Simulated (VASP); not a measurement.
# ZnSe (F-43m) in VASP: relaxation of cell and atoms with r2SCAN

Aim: the relaxation of cell and atoms of ZnSe with r2SCAN.

All numbers are computed with VASP 6.6.1; they aren't measurements. Logs are shortened: lines on timing, memory, paths and dates and some standing lists are left out, and cuts for length are marked.

### Step 1. The cell of the first run

The structure is cubic, space group F-43m (No. 216). The conventional cell has a = 5.668 Å, b = 5.668 Å, c = 5.668 Å, α = 90.00°, β = 90.00°, γ = 90.00°. Within 3.2 Å of Zn (site symmetry -43m) lie 4 Se at 2.45 Å. Se (site symmetry -43m) has 4 Zn at 2.45 Å within 3.2 Å.

### Step 2. Relaxation of cell and atoms, r2SCAN

File POSCAR:

```
ZnSe
1.0
    0.0000000000      2.8338000000      2.8338000000
    2.8338000000      0.0000000000      2.8338000000
    2.8338000000      2.8338000000      0.0000000000
Zn Se
1 1
Direct
    0.0000000000      0.0000000000      0.0000000000
    0.7500000000      0.7500000000      0.7500000000
```

File INCAR.step1:

```
PREC = Accurate
ENCUT = 600
ISMEAR = -1
SIGMA = 0.1
LREAL = False
LASPH = True
NELM = 100
GGA = PE
ALGO = Normal
EDIFF = 1E-4
LWAVE = True
LCHARG = False
```

File INCAR.step2:

```
PREC = Accurate
ENCUT = 600
EDIFF = 1E-6
ISMEAR = -1
SIGMA = 0.1
LREAL = False
LASPH = True
NELM = 100
ALGO = Normal
ISIF = 3
LWAVE = False
LCHARG = False
METAGGA = R2SCAN
LMIXTAU = True
IBRION = 2
NSW = 100
EDIFFG = -0.002
ISTART = 1
```

File KPOINTS:

```
regular mesh
0
Gamma
  14 14 14
```

Potentials or basis: VASP PAW PBE potentials, release 64 (Zn, Se).

Command:

```bash
cat potpaw_PBE.64/Zn/POTCAR potpaw_PBE.64/Se/POTCAR > POTCAR
cp INCAR.step1 INCAR
mpirun -np 1 vasp_std > vasp.out
cp INCAR.step2 INCAR
mpirun -np 1 vasp_std > vasp.out
```

OUTCAR:

```text
PREC = Accurate
   ENCUT = 600
   EDIFF = 1E-6
   ISMEAR = -1
   LREAL = False
   LASPH = True
   NELM = 100
   ISIF = 3
   METAGGA = R2SCAN
   IBRION = 2
   NSW = 100
   EDIFFG = -0.002
   ISTART = 1

 ion  position               nearest neighbor table
   1  0.000  0.000  0.000-   2 2.45   2 2.45   2 2.45   2 2.45
   2  0.750  0.750  0.750-   1 2.45   1 2.45   1 2.45   1 2.45

  LATTYP: Found a face centered cubic cell.
 ALAT       =     5.6676000000

  Lattice vectors:

 A1 = (   0.0000000000,   2.8338000000,   2.8338000000)
 A2 = (   2.8338000000,   0.0000000000,   2.8338000000)
 A3 = (   2.8338000000,   2.8338000000,   0.0000000000)

Analysis of symmetry for initial positions (statically):
=====================================================================
 Subroutine PRICEL returns:
 Original cell was already a primitive cell.

 Routine SETGRP: Setting up the symmetry group for a
 face centered cubic supercell.

 Subroutine GETGRP returns: Found 24 space group operations
 (whereof 24 operations were pure point group operations)
 out of a pool of 48 trial point group operations.

The static configuration has the point symmetry T_d .

Analysis of symmetry for dynamics (positions and initial velocities):
=====================================================================
 Subroutine PRICEL returns:
 Original cell was already a primitive cell.

 Routine SETGRP: Setting up the symmetry group for a
 face centered cubic supercell.

 Subroutine GETGRP returns: Found 24 space group operations
 (whereof 24 operations were pure point group operations)
 out of a pool of 48 trial point group operations.

The dynamic configuration has the point symmetry T_d .

 Subroutine INISYM returns: Found 24 space group operations
 (whereof 24 operations are pure point group operations),
 and found     1 'primitive' translations

----------------------------------------------------------------------------------------

                                     Primitive cell

  volume of cell :      45.5132

  direct lattice vectors                    reciprocal lattice vectors
     0.000000000  2.833800000  2.833800000    -0.176441527  0.176441527  0.176441527
     2.833800000  0.000000000  2.833800000     0.176441527 -0.176441527  0.176441527
     2.833800000  2.833800000  0.000000000     0.176441527  0.176441527 -0.176441527

  length of vectors
     4.007598393  4.007598393  4.007598393     0.305605690  0.305605690  0.305605690

  position of ions in fractional coordinates (direct lattice)
     0.000000000  0.000000000  0.000000000
     0.750000000  0.750000000  0.750000000

  ion indices of the primitive-cell ions
   primitive index   ion index
                 1           1
                 2           2

----------------------------------------------------------------------------------------

 KPOINTS: regular mesh

Automatic generation of k-mesh.
 Grid dimensions read from file:
 generate k-points for:   14   14   14

 Generating k-lattice:

  Cartesian coordinates                     Fractional coordinates (reciprocal lattice)
    -0.012602966  0.012602966  0.012602966     0.071428571  0.000000000  0.000000000
     0.012602966 -0.012602966  0.012602966     0.000000000  0.071428571  0.000000000
     0.012602966  0.012602966 -0.012602966     0.000000000  0.000000000  0.071428571

  Length of vectors
     0.021828978  0.021828978  0.021828978

  Shift w.r.t. Gamma in fractional coordinates (k-lattice)
     0.000000000  0.000000000  0.000000000

 Subroutine IBZKPT returns following result:
 ===========================================

 Found    104 irreducible k-points:

 Following reciprocal coordinates:
            Coordinates               Weight
  0.000000  0.000000  0.000000      1.000000
  0.071429  0.000000  0.000000      8.000000
  0.142857  0.000000  0.000000      8.000000
  0.214286  0.000000  0.000000      8.000000
  0.285714  0.000000  0.000000      8.000000
  0.357143  0.000000  0.000000      8.000000
[... 16 lines left out ...]
  0.214286  0.142857  0.000000     24.000000
  0.285714  0.142857  0.000000     24.000000
 [... further k-points ...]
   k-points           NKPTS =    104   k-points in BZ     NKDIM =    104   number of bands    NBANDS=     13
   number of dos      NEDOS =    301   number of ions     NIONS =      2
   total plane-waves  NPLWV =  32768
   dimension x,y,z NGX =    32 NGY =   32 NGZ =   32
   dimension x,y,z NGXF=    64 NGYF=   64 NGZF=   64
   ions per type =               1   1
   NGX,Y,Z   is equivalent  to a cutoff of  13.27, 13.27, 13.27 a.u.
   NGXF,Y,Z  is equivalent  to a cutoff of  26.55, 26.55, 26.55 a.u.
 SYSTEM =  unknown system
   PREC   = accura    normal or accurate (medium, high low for compatibility)
   ISTART =      1    job   : 0-new  1-cont  2-samecut
   ICHARG =      0    charge: 1-file 2-atom 10-const
   ISPIN  =      1    spin polarized calculation?
   LNONCOLLINEAR =      F non collinear calculations
   LSORBIT =      F    spin-orbit coupling
   LASPH  =      T    aspherical Exc in radial PAW
   ENCUT  =  600.0 eV  44.10 Ry    6.64 a.u.   8.00  8.00  8.00*2*pi/ulx,y,z
   NELM   =    100;   NELMIN=  2; NELMDL=  0     # of ELM steps
   EDIFF  = 0.1E-05   stopping-criterion for ELM
   LREAL  =      F    real-space projection
   EDIFFG = -.2E-02   stopping-criterion for IOM
   NSW    =    100    number of steps for IOM
   IBRION =      2    ionic relax: 0-MD 1-quasi-New 2-CG
   NFREE  =      1    steps in history (QN), initial steepest desc. (CG)
   ISIF   =      3    stress and relaxation
   ISYM   =      2    0-nonsym 1-usesym 2-fastsym
   POTIM  = 0.5000    time-step for ionic-motion
   TEBEG  =    0.0;   TEEND  =   0.0 temperature during run
   PSTRESS=    0.0 pullay stress
   NELECT =      18.0000    total number of electrons
   NUPDOWN=      -1.0000    fix difference up-down
   EMIN   =  10.00;   EMAX   =-10.00  energy-range for DOS
   EFERMI =   0.00;   METHOD = LEGACY
   ISMEAR =    -1;   SIGMA  =   0.10  broadening in eV -4-tet -1-fermi 0-gaus
   EFERMI_NEDOS =   21; number of points for ismear=-14 and -15
   IALGO  =     38    algorithm
   IMIX   =      4    mixing-type and parameters
     AMIX     =   0.40;   BMIX     =  1.00
     AMIX_MAG =   1.60;   BMIX_MAG =  1.00
  volume/ion in A,a.u.               =      22.76       153.57
  Fermi-wavevector in a.u.,A,eV,Ry     =   1.201673  2.270834 19.647073  1.444019
  Thomas-Fermi vector in A             =   2.337476
   LORBIT       =      0    0 simple, 1 ext, 2 COOP (PROOUT), +10 PAW based schemes
   METAGGA = R2SCAN    functional components
   LHFCALC =     F    Hartree Fock is set to
   AEXX    =    0.0000 exact exchange contribution
   IVDW    =     0    specifies the selected vdW correction
   LEPSILON=     F    determine dielectric tensor
   LRPA    =     F    only Hartree local field effects (RPA)
 conjugate gradient relaxation of ions
 non-spin polarized calculation
  energy-cutoff  :      600.00
  volume of cell :       45.51
 maximum number of plane-waves:      1540
   NGX = 17   NGY = 17   NGZ = 17

--------------------------------------- Ionic step        1  -------------------------------------------

 number of electron      17.9999991 magnetization

 Free energy of the ion-electron system (eV)
  ---------------------------------------------------
  ext. energy  EPLUGINS =         0.00000000
  ---------------------------------------------------
  free energy    TOTEN  =       -24.91121142 eV

  energy without entropy =      -24.91121050  energy(sigma->0) =      -24.91121096

------------------------ aborting loop because EDIFF is reached ----------------------------------------

  FORCE on cell =-STRESS in cart. coord.  units (eV):
  Direction    XX          YY          ZZ          XY          YZ          ZX
  --------------------------------------------------------------------------------------
  -------------------------------------------------------------------------------------
  Total       -0.0056120     -0.0056120     -0.0056120     -0.0000000      0.0000000     -0.0000000
  in kB       -0.1975560     -0.1975560     -0.1975560     -0.0000000      0.0000000     -0.0000000
  external PRESSURE =      -0.1975560 kB  Pullay stress =       0.0000000 kB

 VOLUME and BASIS-vectors are now :
 -----------------------------------------------------------------------------
  energy-cutoff  :      600.00
  volume of cell :       45.51
      direct lattice vectors                 reciprocal lattice vectors
     0.000000000  2.833800000  2.833800000    -0.176441527  0.176441527  0.176441527
     2.833800000  0.000000000  2.833800000     0.176441527 -0.176441527  0.176441527
     2.833800000  2.833800000  0.000000000     0.176441527  0.176441527 -0.176441527
[... 37 lines left out ...]
 POSITION                                       TOTAL-FORCE (eV/Angst)
 -----------------------------------------------------------------------------------
      5.66683      2.83342      2.83342         0.000000      0.000000      0.000000
      4.25012      4.25012      4.25012        -0.000000     -0.000000     -0.000000
 -----------------------------------------------------------------------------------
    total drift:                               -0.000026     -0.000026     -0.000026

  FREE ENERGIE OF THE ION-ELECTRON SYSTEM (eV)
  ---------------------------------------------------
  free  energy   TOTEN  =       -24.9112213035 eV

  energy  without entropy=      -24.9112203917  energy(sigma->0) =      -24.91122085

--------------------------------------- Ionic step        3  -------------------------------------------

 number of electron      17.9999991 magnetization

 Free energy of the ion-electron system (eV)
  ---------------------------------------------------
  ext. energy  EPLUGINS =         0.00000000
  ---------------------------------------------------
  free energy    TOTEN  =       -24.91121970 eV

  energy without entropy =      -24.91121878  energy(sigma->0) =      -24.91121924

 E-fermi :   2.4085     XC(G=0):  -9.9218

 val. band max:        1.3009614288   @ k =   0.0000   0.0000   0.0000
 cond. band min:       3.1702117683   @ k =   0.0000   0.0000   0.0000
 fundamental gap:      1.8692503395
 Fermi energy:         2.4084655913

 k-point     1 :       0.0000    0.0000    0.0000
  band No.  band energies     occupation
      1     -12.4150      2.00000
      2      -5.3951      2.00000
      3      -5.3950      2.00000
      4      -5.3950      2.00000
      5      -4.9868      2.00000
      6      -4.9868      2.00000
      7       1.3009      1.99997
      8       1.3010      1.99997
      9       1.3010      1.99997
     10       3.1702      0.00098
     11       7.6168      0.00000
     12       7.6169      0.00000
     13       7.6169      0.00000

 k-point     2 :       0.0714    0.0000    0.0000
  band No.  band energies     occupation
      1     -12.3803      2.00000
      2      -5.3927      2.00000
      3      -5.3893      2.00000
      4      -5.3893      2.00000
      5      -4.9874      2.00000
      6      -4.9874      2.00000
      7       0.7712      2.00000
      8       1.2478      1.99998
      9       1.2478      1.99998
     10       3.6035      0.00001
     11       7.5562      0.00000
[... 339 lines left out ...]
 k-point    24 :       0.2857    0.1429    0.0000
  band No.  band energies     occupation
      1     -11.9679      2.00000
      2      -5.3691      2.00000
      3      -5.3068      2.00000
      4      -5.2958      2.00000
      5      -5.0043      2.00000
      6      -4.9693      2.00000
      7      -1.6672      2.00000
      8       0.3230      2.00000
      9       0.3346      2.00000
     10       5.4221      0.00000
     11       6.7577      0.00000
     12       8.7828      0.00000
     13       9.1449      0.00000

 [... further k-points ...]

------------------------ aborting loop because EDIFF is reached ----------------------------------------

  FORCE on cell =-STRESS in cart. coord.  units (eV):
  Direction    XX          YY          ZZ          XY          YZ          ZX
  --------------------------------------------------------------------------------------
  -------------------------------------------------------------------------------------
  Total        0.0011077      0.0011077      0.0011077      0.0000000     -0.0000000      0.0000000
  in kB        0.0390094      0.0390094      0.0390094      0.0000000     -0.0000000      0.0000000
  external PRESSURE =       0.0390094 kB  Pullay stress =       0.0000000 kB

 VOLUME and BASIS-vectors are now :
 -----------------------------------------------------------------------------
  energy-cutoff  :      600.00
  volume of cell :       45.50
      direct lattice vectors                 reciprocal lattice vectors
    -0.000000000  2.833428829  2.833428829    -0.176464641  0.176464641  0.176464641
     2.833428829  0.000000000  2.833428829     0.176464641 -0.176464641  0.176464641
     2.833428829  2.833428829  0.000000000     0.176464641  0.176464641 -0.176464641

 POSITION                                       TOTAL-FORCE (eV/Angst)
 -----------------------------------------------------------------------------------
     -0.00000      0.00000      0.00000         0.000000     -0.000000      0.000000
      4.25014      4.25014      4.25014        -0.000000      0.000000     -0.000000
 -----------------------------------------------------------------------------------
    total drift:                               -0.000026     -0.000026     -0.000026

  FREE ENERGIE OF THE ION-ELECTRON SYSTEM (eV)
  ---------------------------------------------------
  free  energy   TOTEN  =       -24.9112196964 eV

  energy  without entropy=      -24.9112187838  energy(sigma->0) =      -24.91121924

 reached required accuracy - stopping structural energy minimisation
```

It took 4.8 min on 1 thread of Intel Xeon 8259CL, shared host; peak memory 0.26 GiB.

What came out:

```yaml
Free_energy: -24.9112 eV
Relaxed_volume: 22.75 Å³/atom
Relaxed_cell: a = 4.007 Å, b = 4.007 Å, c = 4.007 Å, α = 60.00°, β = 60.00°, γ = 60.00°
Space_group_after_relaxing_to_0.1_Å: F-43m (No. 216)
Energy_gained_by_relaxing: 0.0 meV/atom
Ionic_steps: 3
Pressure_after_relaxing: 0.0 GPa
Band_gap_on_the_k_mesh: 1.87 eV
```

Final structure:
```
CELL_PARAMETERS angstrom
0.00000 2.83343 2.83343
2.83343 0.00000 2.83343
2.83343 2.83343 0.00000
ATOMIC_POSITIONS crystal
Zn 0.00000 0.00000 0.00000
Se 0.75000 0.75000 0.75000
```

Levels at points of the mesh, in eV from the valence-band top:
```csv
k point,band 5,band 6,band 7,band 8,band 9,band 10,band 11,band 12,band 13
"(0.00, 0.00, 0.00)",-6.29,-6.29,0.00,0.00,0.00,1.87,6.32,6.32,6.32
"(0.50, 0.00, 0.00)",-6.27,-6.13,-5.30,-0.88,-0.88,3.05,6.87,6.87,9.08
"(0.50, 0.50, 0.00)",-6.24,-6.11,-4.79,-2.23,-2.23,3.34,3.87,11.51,12.07
```

Caveat: the PAW data sets were made with another functional, which shifts forces and pressure a little. A k mesh can miss the band edges.
